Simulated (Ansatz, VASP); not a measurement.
## One calculation of MnBe3Te4, two programs

```
Be Mn Te
1.0
     5.83316    0.00000    0.00000
     0.00000    5.83316    0.00000
     0.00000    0.00000    5.83316
Be Mn Te
3 1 4
Cartesian
  0.0000 2.9166 2.9166
  2.9166 2.9166 0.0000
  2.9166 0.0000 2.9166
  0.0000 0.0000 0.0000
  4.3012 4.3012 1.5320
  4.3012 1.5320 4.3012
  1.5320 4.3012 4.3012
  1.5320 1.5320 1.5320
```

Change from the starting cell: species swapped into the ZnCd3S4 type (P-43m, No. 215).

Alike in both runs: functional PBE; k mesh 4 × 4 × 4; occupations gaussian, width 0.1 eV; collinear spin.

Ansatz relaxed the structure, and its values are those at the end. VASP's run is a single point on that final structure, the one shown.

|  | VASP | Ansatz |
| --- | --- | --- |
| version | VASP 6.6.1 | Ansatz 0.2.0 |
| potentials or method | VASP PAW PBE potentials, release 64 (Be, Mn_pv, Te), cutoff 520 eV | scalar-relativistic, plane waves, PAW |
| valence electrons in the cell | 43 | 85 |

Ansatz gave:

* gap on the k mesh at the Fermi level (eV): 0.72
* least direct gap on the mesh (eV): 0.72
* pressure (GPa): 0.1
* rms of the force components (eV/Å): 0.011
* net moment per atom (μB): 0.62
* size of the moment on the site where the two differ most (μB): 4.12

**Question.** Which values does VASP return?

**Answer.** gap on the k mesh at the Fermi level (eV): 0.70; least direct gap on the mesh (eV): 0.70; pressure (GPa): 0.2; rms of the force components (eV/Å): 0.008; net moment per atom (μB): 0.62; size of the moment on the site where the two differ most (μB): 4.15.

Site moments also hang on the region over which each program counts them. VASP's potentials hold 43 valence electrons a cell and Ansatz's 85, so a difference there can come from the potentials and not from the codes.

Spin-orbit coupling is off throughout.
